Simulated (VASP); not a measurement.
Here is a VASP 6.6.1 calculation.

File INCAR:

```
  PREC = Accurate
  ENCUT = 600
  EDIFF = 1E-6
  ISMEAR = 0
  SIGMA = 0.1
  LREAL = False
  LASPH = True
  NELM = 60
  ALGO = Normal
  ISIF = 3
  LWAVE = False
  LCHARG = False
  GGA = PS
  IBRION = 2
  NSW = 80
  EDIFFG = -0.05
```

KPOINTS

```
regular mesh
0
Gamma
  8 8 8
```

POSCAR

```
Pd
1.0
    0.0000000000      1.9881792682      1.9881792682
    1.9881792682      0.0000000000      1.9881792682
    1.9881792682      1.9881792682      0.0000000000
Pd
1
Direct
    0.0000000000      0.0000000000      0.0000000000
```

Potentials or basis: VASP PAW PBE potentials, release 64 (Pd).

Run with:

```sh
$ cat potpaw_PBE.64/Pd/POTCAR > POTCAR
$ mpirun -np 1 vasp_std > vasp.out
```

Task: Estimate the band gap on the k mesh.

Result: Zero (band 5 reaches 10.11 eV, above the bottom of band 6 at 8.49 eV).

Task: What does it give for the space group after relaxing (to 0.05 Å)?

Result: Fm-3m (No. 225).

Final structure:
```
Pd
1.0
     0.00000    1.94092    1.94092
     1.94092    0.00000    1.94092
     1.94092    1.94092    0.00000
Pd
1
Direct
  0.00000 0.00000 0.00000
```
